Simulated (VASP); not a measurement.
# Al26As27 (a cell with a defect) in VASP: further runs

The runs below take Al26As27 (a cell with a defect) through single point, with PBE.

Everything below comes from runs of VASP 6.6.1. Logs are shortened: lines on timing, memory, paths and dates and some standing lists are left out, and cuts for length are marked.

## 1. The cell of the first run

The cell holds a defect, 53 atoms: a = 12.151 Å, b = 12.151 Å, c = 12.151 Å, α = 60.00°, β = 60.00°, γ = 60.00°.

## 2. Single point, PBE, collinear spin (atoms taken out, then relaxed in part)

INCAR

```
  PREC = Accurate
  ENCUT = 520
  EDIFF = 1E-6
  ISMEAR = 0
  SIGMA = 0.01
  LREAL = Auto
  LASPH = True
  NELM = 150
  ALGO = Normal
  ISIF = 2
  LWAVE = False
  LCHARG = False
  ISPIN = 2
  MAGMOM = 0 0 0 0 0 0 0 0 0 0 0 0 0 0 0 0 0 0 0 0 0 0 0 0 0 0 0.5 0 0 0 0 0 0 0 0 0 0 0 0 0 0 0 0 0 0.5 0 0.5 0.5 0 0 0 0 0
  LORBIT = 11
  GGA = PE
  NBANDS = 142
  NELECT = 214.0
```

KPOINTS

```
Automatic mesh
0
Gamma
  1 1 1
```

POSCAR

```
Al26As27
1.0
   -8.5918684815      0.0000000000      8.5918684815
   -8.5918684815     -8.5918684815      0.0000000000
    0.0000000000     -8.5918684815      8.5918684815
Al As
26 27
Direct
   -0.0013141331      0.6701521379      0.3320192002
   -0.0013141331      0.3324761283      0.3320192002
   -0.0013141331     -0.0013141331      0.6658094616
   -0.0013141331      0.6701521379      0.6658094616
   -0.0005874093      0.3335291364      0.6668624698
   -0.0013141331      0.9986858669      0.0034854712
   -0.0004997755      0.6668332585      0.0001665918
   -0.0013141331      0.3324761283      0.0034854712
    0.3324761283     -0.0013141331      0.3320192002
    0.3324761283      0.6701521379      0.3320192002
    0.3335291364      0.3335291364      0.3327459240
    0.3335291364      0.9994125907      0.6668624698
    0.3326425699      0.6673574301      0.6659759033
    0.3335291364      0.3335291364      0.6668624698
    0.3324761283     -0.0013141331      0.0034854712
    0.3326425699      0.6673574301      0.0006907634
    0.3326425699      0.3326425699      0.0006907634
    0.6701521379      0.9986858669      0.3320192002
    0.6668332585      0.6668332585      0.3328335578
    0.6701521379      0.3324761283      0.3320192002
    0.6701521379     -0.0013141331      0.6658094616
    0.6673574301      0.6673574301      0.6659759033
    0.6673574301      0.3326425699      0.6659759033
    0.6668332585     -0.0004997755      0.0001665918
    0.6668332585      0.6668332585      0.0001665918
    0.6673574301      0.3326425699      0.0006907634
    0.2536334124      0.9154555292      0.2487888625
    0.2494083477      0.5838120014      0.2507046366
    0.2494083477      0.2494083477      0.2507046366
    0.2494083477      0.9173713032      0.5827416810
    0.2494083477      0.5838120014      0.5827416810
    0.2500000000      0.2500000000      0.5833333333
    0.2494083477      0.9173713032      0.9171453347
    0.2501105456      0.5832964848      0.9166298181
    0.2494083477      0.2494083477      0.9171453347
    0.5829403108      0.9170596892      0.2503930225
    0.5829403108      0.5829403108      0.2503930225
    0.5838120014      0.2494083477      0.2507046366
    0.5838120014      0.9173713032      0.5827416810
    0.5832964848      0.5832964848      0.5834438790
    0.5838120014      0.2494083477      0.5827416810
    0.5829403108      0.9170596892      0.9162736442
    0.5832964848      0.5832964848      0.9166298181
    0.5832964848      0.2501105456      0.9166298181
    0.9154555292      0.9154555292      0.2487888625
    0.9170596892      0.5829403108      0.2503930225
    0.9154555292      0.2536334124      0.2487888625
    0.9154555292      0.9154555292      0.5869667457
    0.9173713032      0.5838120014      0.5827416810
    0.9173713032      0.2494083477      0.5827416810
    0.9170596892      0.9170596892      0.9162736442
    0.9170596892      0.5829403108      0.9162736442
    0.9173713032      0.2494083477      0.9171453347
```

Potentials or basis: VASP PAW PBE potentials, release 64 (Al, As).

Run with:

```sh
$ cat potpaw_PBE.64/Al/POTCAR potpaw_PBE.64/As/POTCAR > POTCAR
$ mpirun -np 1 vasp_gam > vasp.out
```

OUTCAR:

```text
PREC = Accurate
   ENCUT = 520
   EDIFF = 1E-6
   ISMEAR = 0
   LREAL = Auto
   LASPH = True
   NELM = 150
   ISIF = 2
   ISPIN = 2
   LORBIT = 11
   GGA = PE
   NELECT = 214.0

 ion  position               nearest neighbor table
   1  0.999  0.670  0.332-  45 2.43  46 2.49  49 2.49  28 2.49
   2  0.999  0.332  0.332-  47 2.43  46 2.49  50 2.49  29 2.49
   3  0.999  0.999  0.666-  48 2.43  51 2.49  50 2.49  30 2.49
   4  0.999  0.670  0.666-  48 2.43  52 2.49  49 2.49  31 2.49
   5  0.999  0.334  0.667-  53 2.48  49 2.48  50 2.48  32 2.49
   6  0.999  0.999  0.003-  45 2.43  51 2.49  33 2.49  53 2.49
[... 36 lines left out ...]
  43  0.583  0.583  0.917-  25 2.49  22 2.49  16 2.49  26 2.49
  44  0.583  0.250  0.917-  24 2.49  23 2.49  17 2.49  26 2.49
  45  0.915  0.915  0.249-   6 2.43   1 2.43  18 2.43
  46  0.917  0.583  0.250-   7 2.48  19 2.48   1 2.49   2 2.49
  47  0.915  0.254  0.249-   8 2.43   2 2.43  20 2.43
  48  0.915  0.915  0.587-   3 2.43   4 2.43  21 2.43
  49  0.917  0.584  0.583-  22 2.48   5 2.48   4 2.49   1 2.49
  50  0.917  0.249  0.583-  23 2.48   5 2.48   2 2.49   3 2.49
  51  0.917  0.917  0.916-   7 2.48  24 2.48   6 2.49   3 2.49
  52  0.917  0.583  0.916-   7 2.48  25 2.48   8 2.49   4 2.49
  53  0.917  0.249  0.917-  26 2.48   5 2.48   8 2.49   6 2.49

  LATTYP: Found a face centered cubic cell.
 ALAT       =    17.1837369630

  Lattice vectors:

 A1 = (  -8.5918684815,   0.0000000000,   8.5918684815)
 A2 = (  -8.5918684815,  -8.5918684815,   0.0000000000)
 A3 = (   0.0000000000,  -8.5918684815,   8.5918684815)

Analysis of symmetry for initial positions (statically):
=====================================================================
 Subroutine PRICEL returns:
 Original cell was already a primitive cell.

 Routine SETGRP: Setting up the symmetry group for a
 face centered cubic supercell.

 Subroutine GETGRP returns: Found 24 space group operations
 (whereof  2 operations were pure point group operations)
 out of a pool of 48 trial point group operations.

The static configuration has the point symmetry C_1h.
 The point group associated with its full space group is T_d .

Analysis of symmetry for dynamics (positions and initial velocities):
=====================================================================
 Subroutine PRICEL returns:
 Original cell was already a primitive cell.

 Routine SETGRP: Setting up the symmetry group for a
 face centered cubic supercell.

 Subroutine GETGRP returns: Found 24 space group operations
 (whereof  2 operations were pure point group operations)
 out of a pool of 48 trial point group operations.

The dynamic configuration has the point symmetry C_1h.
 The point group associated with its full space group is T_d .

Analysis of structural, dynamic, and magnetic symmetry:
=====================================================================
 Subroutine PRICEL returns:
 Original cell was already a primitive cell.

 Routine SETGRP: Setting up the symmetry group for a
 face centered cubic supercell.

 Subroutine GETGRP returns: Found 24 space group operations
 (whereof  2 operations were pure point group operations)
 out of a pool of 48 trial point group operations.

The overall configuration has the point symmetry C_1h.
 The point group associated with its full space group is T_d .

 Subroutine INISYM returns: Found 24 space group operations
 (whereof  2 operations are pure point group operations),
 and found     1 'primitive' translations

----------------------------------------------------------------------------------------

                                     Primitive cell

  volume of cell :    1268.5070

  direct lattice vectors                    reciprocal lattice vectors
    -8.591868482  0.000000000  8.591868482    -0.058194559  0.058194559  0.058194559
    -8.591868482 -8.591868482  0.000000000    -0.058194559 -0.058194559 -0.058194559
     0.000000000 -8.591868482  8.591868482     0.058194559 -0.058194559  0.058194559

  length of vectors
[... 149 lines left out ...]
[... 41 lines left out ...]
  ---------------------------------------------------
  free energy    TOTEN  =      -231.39525504 eV

  energy without entropy =     -231.38754192  energy(sigma->0) =     -231.39139848

 E-fermi :   4.1900     XC(G=0):  -8.7966

 val. band max:        3.8440803557   @ k =   0.0000   0.0000   0.0000
 cond. band min:       4.1930598989   @ k =   0.0000   0.0000   0.0000
 fundamental gap:      0.3489795432
 Fermi energy:         4.1900142376

 spin component 1

 k-point     1 :       0.0000    0.0000    0.0000
  band No.  band energies     occupation
      1      -8.1519      1.00000
      2      -7.2997      1.00000
      3      -7.2867      1.00000
      4      -7.2867      1.00000
      5      -7.2867      1.00000
      6      -7.2363      1.00000
[... 111 lines left out ...]
    118       5.6773      0.00000
    119       5.7044      0.00000
 Fermi energy:         4.1900142376

 spin component 2

 k-point     1 :       0.0000    0.0000    0.0000
  band No.  band energies     occupation
      1      -8.1275      1.00000
      2      -7.2823      1.00000
      3      -7.2687      1.00000
      4      -7.2687      1.00000
      5      -7.2687      1.00000
      6      -7.2100      1.00000
[... 111 lines left out ...]
    118       5.6877      0.00000
    119       5.7219      0.00000
 [bands above 119 left out]

------------------------ aborting loop because EDIFF is reached ----------------------------------------

  FORCE on cell =-STRESS in cart. coord.  units (eV):
  Direction    XX          YY          ZZ          XY          YZ          ZX
  --------------------------------------------------------------------------------------
  -------------------------------------------------------------------------------------
  Total       16.9165045     16.9165045     16.9165045      0.0000000      0.0000000     -0.0000000
  in kB       21.3662524     21.3662524     21.3662524      0.0000000      0.0000000     -0.0000000
  external PRESSURE =      21.3662524 kB  Pullay stress =       0.0000000 kB

 VOLUME and BASIS-vectors are now :
 -----------------------------------------------------------------------------
  energy-cutoff  :      520.00
  volume of cell :     1268.51
      direct lattice vectors                 reciprocal lattice vectors
    -8.591868482  0.000000000  8.591868482    -0.058194559  0.058194559  0.058194559
    -8.591868482 -8.591868482  0.000000000    -0.058194559 -0.058194559 -0.058194559
     0.000000000 -8.591868482  8.591868482     0.058194559 -0.058194559  0.058194559

 POSITION                                       TOTAL-FORCE (eV/Angst)
 -----------------------------------------------------------------------------------
    -14.33844     -8.61052     11.43324         0.012908      0.012908      0.003043
    -11.43717     -5.70926     11.43324        -0.012908     -0.012908      0.003043
    -17.16116    -14.30112     14.30112        -0.003043     -0.012908      0.012908
    -14.33844    -11.47841     14.30112         0.012908      0.003043      0.012908
    -11.45246     -8.59523     14.31642        -0.003941      0.003941      0.003941
    -17.16116     -8.61052      8.61052        -0.003043      0.012908     -0.012908
[... 45 lines left out ...]
    -12.88780    -12.88105     15.75176         0.000000     -0.031050     -0.000000
    -10.02482    -10.02288     15.76193         0.001817     -0.001817     -0.031717
 -----------------------------------------------------------------------------------
    total drift:                               -0.000005     -0.000003      0.000003

  FREE ENERGIE OF THE ION-ELECTRON SYSTEM (eV)
  ---------------------------------------------------
  free  energy   TOTEN  =      -231.3952550374 eV

  energy  without entropy=     -231.3875419214  energy(sigma->0) =     -231.39139848

 total charge

# of ion       s       p       d       tot
------------------------------------------
    1        0.387   0.371   0.000   0.758
    2        0.387   0.371   0.000   0.758
    3        0.387   0.371   0.000   0.758
    4        0.387   0.371   0.000   0.758
    5        0.384   0.367   0.000   0.751
    6        0.387   0.371   0.000   0.758
[... 45 lines left out ...]
   52        1.178   1.698   0.022   2.898
   53        1.169   1.714   0.020   2.904
--------------------------------------------------
tot         41.776  55.461   0.552  97.789

 magnetization (x)

# of ion       s       p       d       tot
------------------------------------------
    1       -0.001   0.002   0.000   0.001
    2       -0.001   0.002   0.000   0.001
    3       -0.001   0.002   0.000   0.001
    4       -0.001   0.002   0.000   0.001
    5       -0.000   0.000   0.000  -0.000
    6       -0.001   0.002   0.000   0.001
[... 45 lines left out ...]
   52        0.001   0.037   0.000   0.038
   53       -0.000   0.001   0.000   0.001
--------------------------------------------------
tot          0.028   0.947   0.001   0.977
```

Wall time 24 min (1 thread of Oxide Virtual Turin-like, shared host); peak memory 1.7 GiB.

What came out:

```
Free energy                                           : -231.3953 eV
Largest force                                         : 0.045 eV/Å
Net moment                                            : 2.00 μB per cell
Site moments                                          : Al +0.00, -0.00 (each value once); As +0.18, +0.00, +0.04 (each value once) μB
Valence electrons inside the program's atomic spheres : Al 0.76, 0.75 (each value once); As 2.85, 2.90 (each value once)
```

Forces on the atoms (eV/Å):
```
Al   0.013  0.013  0.003
Al  -0.013 -0.013  0.003
Al  -0.003 -0.013  0.013
Al   0.013  0.003  0.013
Al  -0.004  0.004  0.004
Al  -0.003  0.013 -0.013
Al  -0.002  0.002  0.002
Al  -0.013  0.003 -0.013
Al  -0.013 -0.003  0.013
Al   0.003  0.013  0.013
Al   0.004 -0.004  0.004
Al  -0.004 -0.004 -0.004
Al   0.000  0.000 -0.004
Al   0.004  0.004 -0.004
Al  -0.013  0.013 -0.003
Al   0.000 -0.004  0.000
Al   0.004  0.000  0.000
Al   0.013 -0.003 -0.013
Al   0.002 -0.002  0.002
Al   0.003 -0.013 -0.013
Al   0.013 -0.013 -0.003
Al  -0.004  0.000  0.000
Al   0.000  0.004  0.000
Al  -0.002 -0.002 -0.002
Al   0.002  0.002 -0.002
Al   0.000  0.000  0.004
As   0.026 -0.026 -0.026
As  -0.002  0.032 -0.002
As  -0.032  0.002 -0.002
As   0.002  0.002  0.032
As  -0.002 -0.002  0.032
As   0.000  0.000  0.000
As   0.002  0.032  0.002
As   0.005 -0.005 -0.005
As  -0.032 -0.002  0.002
As   0.000  0.031  0.000
As  -0.031  0.000  0.000
As  -0.002  0.002 -0.032
As   0.032  0.002  0.002
As  -0.005  0.005 -0.005
As  -0.002 -0.032  0.002
As   0.000  0.000  0.031
As  -0.005 -0.005  0.005
As   0.005  0.005  0.005
As  -0.026 -0.026  0.026
As   0.000  0.000 -0.031
As   0.026  0.026  0.026
As  -0.026  0.026 -0.026
As   0.032 -0.002 -0.002
As   0.002 -0.032 -0.002
As   0.031  0.000  0.000
As   0.000 -0.031  0.000
As   0.002 -0.002 -0.032
```

Caveat: the k points lie up to 0.63 Å⁻¹ apart; the cell carries a net charge on a neutralising background, which shifts energy and pressure; the cell differs from its parent crystal (atoms taken out, then relaxed in part); the cell is charged against a uniform background, so pressure and absolute levels hang on convention.

## 3. Single point, PBE, collinear spin (atoms taken out, then relaxed in part)

INCAR

```
  PREC = Accurate
  ENCUT = 520
  EDIFF = 1E-7
  ISMEAR = 0
  SIGMA = 0.01
  LREAL = Auto
  LASPH = True
  NELM = 150
  ALGO = Normal
  ISIF = 2
  LWAVE = False
  LCHARG = False
  ISPIN = 2
  MAGMOM = 0 0 0 0 0 0 0 0 0 0 0 0 0 0 0 0 0 0 0 0 0 0 0 0 0 0 0.25 0 0 0 0 0 0 0 0 0 0 0 0 0 0 0 0 0 0.25 0 0.25 0.25 0 0 0 0 0
  LORBIT = 11
  GGA = PE
  NBANDS = 142
  NELECT = 215.0
```

KPOINTS

```
regular mesh
0
Gamma
  1 1 1
```

POSCAR

```
Al26As27
1.0
   -8.5918684815      0.0000000000      8.5918684815
   -8.5918684815     -8.5918684815      0.0000000000
    0.0000000000     -8.5918684815      8.5918684815
Al As
26 27
Direct
   -0.0032057447      0.6740951274      0.3301275887
   -0.0032057447      0.3323163619      0.3301275887
   -0.0032057447     -0.0032057447      0.6656496952
   -0.0032057447      0.6740951274      0.6656496952
   -0.0012032372      0.3337344124      0.6670677457
   -0.0032057447      0.9967942553      0.0074284608
   -0.0016964815      0.6672321605      0.0005654938
   -0.0032057447      0.3323163619      0.0074284608
    0.3323163619     -0.0032057447      0.3301275887
    0.3323163619      0.6740951274      0.3301275887
    0.3337344124      0.3337344124      0.3321300962
    0.3337344124      0.9987967628      0.6670677457
    0.3322510256      0.6677489744      0.6655843589
    0.3337344124      0.3337344124      0.6670677457
    0.3323163619     -0.0032057447      0.0074284608
    0.3322510256      0.6677489744      0.0010823077
    0.3322510256      0.3322510256      0.0010823077
    0.6740951274      0.9967942553      0.3301275887
    0.6672321605      0.6672321605      0.3316368518
    0.6740951274      0.3323163619      0.3301275887
    0.6740951274     -0.0032057447      0.6656496952
    0.6677489744      0.6677489744      0.6655843589
    0.6677489744      0.3322510256      0.6655843589
    0.6672321605     -0.0016964815      0.0005654938
    0.6672321605      0.6672321605      0.0005654938
    0.6677489744      0.3322510256      0.0010823077
    0.2446635616      0.9184454795      0.2517788128
    0.2489444799      0.5844040168      0.2510403568
    0.2489444799      0.2489444799      0.2510403568
    0.2489444799      0.9177070234      0.5822778132
    0.2489444799      0.5844040168      0.5822778132
    0.2500000000      0.2500000000      0.5833333333
    0.2489444799      0.9177070234      0.9177373501
    0.2498481885      0.5833839372      0.9167172705
    0.2489444799      0.2489444799      0.9177373501
    0.5824613257      0.9175386743      0.2508720077
    0.5824613257      0.5824613257      0.2508720077
    0.5844040168      0.2489444799      0.2510403568
    0.5844040168      0.9177070234      0.5822778132
    0.5833839372      0.5833839372      0.5831815219
    0.5844040168      0.2489444799      0.5822778132
    0.5824613257      0.9175386743      0.9157946590
    0.5833839372      0.5833839372      0.9167172705
    0.5833839372      0.2498481885      0.9167172705
    0.9184454795      0.9184454795      0.2517788128
    0.9175386743      0.5824613257      0.2508720077
    0.9184454795      0.2446635616      0.2517788128
    0.9184454795      0.9184454795      0.5779968949
    0.9177070234      0.5844040168      0.5822778132
    0.9177070234      0.2489444799      0.5822778132
    0.9175386743      0.9175386743      0.9157946590
    0.9175386743      0.5824613257      0.9157946590
    0.9177070234      0.2489444799      0.9177373501
```

Potentials or basis: VASP PAW PBE potentials, release 64 (Al, As).

Run with:

```sh
$ cat potpaw_PBE.64/Al/POTCAR potpaw_PBE.64/As/POTCAR > POTCAR
$ mpirun -np 1 vasp_gam > vasp.out
```

Run time: 28 min. Hardware: 1 thread of Oxide Virtual Turin-like, shared host; peak memory 1.7 GiB.

It converged, with:

```yaml
Free_energy: -227.2267 eV
Largest_force: 0.037 eV/Å
Net_moment: 1.00 μB per cell
Site_moments: Al +0.00, -0.00 (each value once); As +0.09, +0.00, +0.02 (each value once) μB
Valence_electrons_inside_the_program's_atomic_spheres: Al 0.76, 0.75 (each value once); As 2.88, 2.90, 2.91 (each value once)
```

Forces in eV/Å, atoms in the order of the input:
```
Al   0.012  0.012  0.005
Al  -0.012 -0.012  0.005
Al  -0.005 -0.012  0.012
Al   0.012  0.005  0.012
Al   0.002 -0.002 -0.002
Al  -0.005  0.012 -0.012
Al   0.000  0.000  0.000
Al  -0.012  0.005 -0.012
Al  -0.012 -0.005  0.012
Al   0.005  0.012  0.012
Al  -0.002  0.002 -0.002
Al   0.002  0.002  0.002
Al   0.000  0.000 -0.012
Al  -0.002 -0.002  0.002
Al  -0.012  0.012 -0.005
Al   0.000 -0.012  0.000
Al   0.012  0.000  0.000
Al   0.012 -0.005 -0.012
Al   0.000  0.000  0.000
Al   0.005 -0.012 -0.012
Al   0.012 -0.012 -0.005
Al  -0.012  0.000  0.000
Al   0.000  0.012  0.000
Al   0.000  0.000  0.000
Al   0.000  0.000  0.000
Al   0.000  0.000  0.012
As   0.022 -0.022 -0.022
As   0.000  0.029  0.000
As  -0.029  0.000  0.000
As   0.000  0.000  0.029
As   0.000  0.000  0.029
As   0.000  0.000  0.000
As   0.000  0.029  0.000
As   0.000  0.000  0.000
As  -0.029  0.000  0.000
As   0.000  0.028  0.000
As  -0.028  0.000  0.000
As   0.000  0.000 -0.029
As   0.029  0.000  0.000
As   0.000  0.000  0.000
As   0.000 -0.029  0.000
As   0.000  0.000  0.028
As   0.000  0.000  0.000
As   0.000  0.000  0.000
As  -0.022 -0.022  0.022
As   0.000  0.000 -0.028
As   0.022  0.022  0.022
As  -0.022  0.022 -0.022
As   0.029  0.000  0.000
As   0.000 -0.029  0.000
As   0.028  0.000  0.000
As   0.000 -0.028  0.000
As   0.000  0.000 -0.029
```

Levels at points of the mesh, in eV from the Fermi level:
Spin up:
```
           k point  band 106  band 107  band 108  band 109  band 110  band 111
(0.00, 0.00, 0.00)     -0.17     -0.17     -0.17      1.12      1.25      1.25
```
Spin down:
```csv
k point,band 106,band 107,band 108,band 109,band 110,band 111
"(0.00, 0.00, 0.00)",0.00,0.00,0.00,1.13,1.26,1.26
```

Caveat: the k points lie up to 0.63 Å⁻¹ apart; the cell carries a net charge on a neutralising background, which shifts energy and pressure; the cell differs from its parent crystal (atoms taken out, then relaxed in part); the cell is charged against a uniform background, so pressure and absolute levels hang on convention.
